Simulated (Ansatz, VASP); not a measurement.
One calculation of Zn7O8, two programs

```xyz
15
Lattice="-3.3510 -5.8041 0.0000 5.0265 -2.9021 0.0000 0.0000 0.0000 5.2260" Properties=species:S:1:pos:R:3 pbc="T T T"
Zn    1.6705   -4.8359    2.5708
Zn    3.3369   -3.8613   -0.0295
Zn   -0.0039   -1.9324    2.6070
Zn    1.6785   -0.9376   -0.0071
Zn    3.3478   -1.9308    2.5708
Zn    1.7105   -6.7916   -0.0196
Zn   -0.0243   -3.8869   -0.0071
O     0.2419   -3.7108    1.9117
O     1.6832   -4.8363    4.5756
O     3.3895   -3.8916    1.9933
O    -0.0116   -1.9280    4.5957
O     1.6591   -1.2561    1.9117
O     3.3544   -1.9417    4.5756
O     1.4175   -6.6225    1.8998
O    -1.6686   -4.8407    4.8200
```

Alike in both runs: functional PBE; dispersion D3(BJ); k mesh 2 × 2 × 2; occupations gaussian, width 0.02 eV; no spin polarisation.

Ansatz relaxed the structure, and its values are those at the end. VASP's run is a single point on that final structure, the one shown.

|  | VASP | Ansatz |
| --- | --- | --- |
| version | VASP 6.6.1 | Ansatz 0.2.0 |
| potentials or method | VASP PAW PBE potentials, release 64 (Zn, O), cutoff 520 eV | scalar-relativistic, plane waves, PAW |
| valence electrons in the cell | 132 | 132 |

Ansatz gave:

| Quantity | Value |
| --- | --- |
| rms of the force components (eV/Å) | 0.001 |

Estimate VASP's values.

rms of the force components (eV/Å): 0.019.

The k mesh is coarse, so the values compare programs but aren't converged.
